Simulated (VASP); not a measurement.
The system is Co.

```xyz
2
Lattice="2.5071 0.0000 0.0000 -1.2535 2.1712 0.0000 0.0000 0.0000 4.0686" Properties=species:S:1:pos:R:3 pbc="T T T"
Co    0.0000    1.4475    1.0171
Co    1.2536    0.7237    3.0514
```

* Program: VASP 6.6.1
* Task: relaxation of cell and atoms
* Functional: LDA
* Potentials or basis: VASP PAW LDA potentials, release 64 (Co)
* Cutoff: 600 eV
* k mesh: 23 × 23 × 13
* Occupations: fermi-dirac, width 0.05 eV
* Spin: collinear spin, ferromagnetic start
* Starting moments: [1.7, 1.7] μB

At the start: pressure -22.3 GPa; volume 11.07 Å³/atom.

Question: Where does the relaxation end?

Answer: Over 9 steps the energy falls by 85.3 meV/atom and the volume is 9.97 Å³/atom (-10.0 %); space group P6_3/mmc (No. 194, to 0.1 Å) before and after; moment 2.97 μB per cell.

Step by step:
| step | energy change (eV) | largest force (eV/Å) | pressure (GPa) | volume (Å³) |
| --- | --- | --- | --- | --- |
| 1 | 0.0000 | 0.0000 | -22.35 | 22.15 |
| 2 | 0.1103 | 0.0000 | 40.98 | 17.56 |
| 3 | -0.1701 | 0.0000 | -0.86 | 20.00 |
| 4 | -0.1703 | 0.0000 | -0.10 | 19.94 |
| 5 | -0.1703 | 0.0000 | 0.43 | 19.90 |
| 6 | -0.1706 | 0.0000 | -0.45 | 19.97 |
| 7 | -0.1706 | 0.0000 | -0.33 | 19.96 |
| 8 | -0.1706 | 0.0000 | 0.24 | 19.92 |
| 9 | -0.1706 | 0.0000 | 0.03 | 19.93 |

Final structure:
```
CELL_PARAMETERS angstrom
2.42636 0.00000 0.00000
-1.21318 2.10129 0.00000
0.00000 0.00000 3.90960
ATOMIC_POSITIONS crystal
Co 0.33333 0.66667 0.25000
Co 0.66667 0.33333 0.75000
```
